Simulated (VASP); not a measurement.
Input of a VASP 6.6.1 run:

Contents of INCAR:

```
ALGO     = Normal         # electronic algorithm
EDIFF    = 1E-7           # SCF threshold, eV
EDIFFG   = -0.005         # ionic threshold
ENCUT    = 600            # plane-wave cutoff, eV
GGA      = PE             # functional
IBRION   = 2              # ionic algorithm
ISIF     = 3              # what is computed and relaxed
ISMEAR   = -1             # smearing method
IVDW     = 12             # dispersion correction
LASPH    = True           # aspherical terms in the spheres
LCHARG   = False          # write CHGCAR
LREAL    = False          # projectors in reciprocal space
LWAVE    = False          # write WAVECAR
NELM     = 80             # most SCF steps
NSW      = 80             # ionic steps
PREC     = Accurate       # precision mode
SIGMA    = 0.05           # smearing width, eV
```

KPOINTS

```
k-points
0
Gamma
  13 13 13
```

File POSCAR:

```
BN
1.0
    0.0000000000      1.8130010000      1.8130010000
    1.8130010000      0.0000000000      1.8130010000
    1.8130010000      1.8130010000      0.0000000000
N B
1 1
Direct
    0.2500000000      0.2500000000      0.2500000000
    0.0000000000      0.0000000000      0.0000000000
```

Potentials or basis: VASP PAW PBE potentials, release 64 (N, B).

Launch:

```console
$ cat potpaw_PBE.64/N/POTCAR potpaw_PBE.64/B/POTCAR > POTCAR
$ mpirun -np 1 vasp_std > vasp.out
```

Q: Predict the space group after relaxing (to 0.05 Å).

A: F-43m (No. 216).

Q: Predict the relaxed volume.

A: 5.86 Å³/atom.

Final structure:
```
N B
1.0
     0.00000    1.80325    1.80325
     1.80325    0.00000    1.80325
     1.80325    1.80325    0.00000
N B
1 1
Direct
  0.25000 0.25000 0.25000
  0.00000 0.00000 0.00000
```
